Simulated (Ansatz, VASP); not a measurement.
## GeCl5: VASP beside Ansatz

```xyz
6
Lattice="5.1179 0.0000 0.0000 -2.5590 4.4323 0.0000 0.0000 0.0000 7.8077" Properties=species:S:1:pos:R:3 pbc="T T T"
Ge    0.0000    0.0000    0.0000
Cl    0.0000    0.0000    3.9038
Cl    0.0000    2.9548    3.9038
Cl    0.0000    0.0000    5.9098
Cl    0.0000    0.0000    1.8979
Cl    0.0000    2.9548    0.0000
```

Alike in both runs: task single point; functional PBE; k mesh 6 × 6 × 2; occupations gaussian, width 0.1 eV; no spin polarisation.

|  | VASP | Ansatz |
| --- | --- | --- |
| version | VASP 6.6.1 | Ansatz 0.2.0 |
| potentials or method | VASP PAW PBE potentials, release 64 (Ge_d, Cl), cutoff 520 eV | scalar-relativistic, plane waves, PAW |
| valence electrons in the cell | 49 | 49 |

|  | VASP | Ansatz | Ansatz less VASP |
| --- | --- | --- | --- |
| gap on the k mesh at the Fermi level (eV) | none | none | - |
| pressure (GPa) | 13.5 | 13.9 | +0.40 |
| traceless stress, the component that is largest in VASP (GPa) | 26.94 | 27.62 | +0.680 |
| rms of the force components (eV/Å) | 0.945 | 0.964 | +0.0197 |

Atom by atom the forces differ by 0.020 eV/Å (rms over components). A gap of «none» marks a metal or a gap that the smearing closes.

The k mesh is coarse, so the values compare programs but aren't converged.
